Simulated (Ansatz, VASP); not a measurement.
## One calculation of BP, two programs

```
B P
1.0
     0.00000    2.03232    2.03232
     2.03232    0.00000    2.03232
     2.03232    2.03232    0.00000
B P
1 1
Direct
  0.00000 0.00000 0.00000
  0.25000 0.25000 0.25000
```

Alike in both runs: task single point; functional LDA; k mesh 12 × 12 × 12; occupations gaussian, width 0.05 eV; no spin polarisation.

|  | VASP | Ansatz |
| --- | --- | --- |
| version | VASP 6.6.1 | Ansatz 0.2.0 |
| potentials or method | VASP PAW LDA potentials, release 64 (B, P), cutoff 500 eV | scalar-relativistic, plane waves, PAW |
| valence electrons in the cell | 8 | 8 |

VASP gave:

```
gap on the k mesh at the Fermi level (eV) : 0.64
least direct gap on the mesh (eV)         : 4.21
```

Which values does Ansatz return?

gap on the k mesh at the Fermi level (eV): 0.64; least direct gap on the mesh (eV): 4.20.

LDA's correlation is that of Perdew and Zunger in VASP and of Perdew and Wang (1992) in Ansatz.
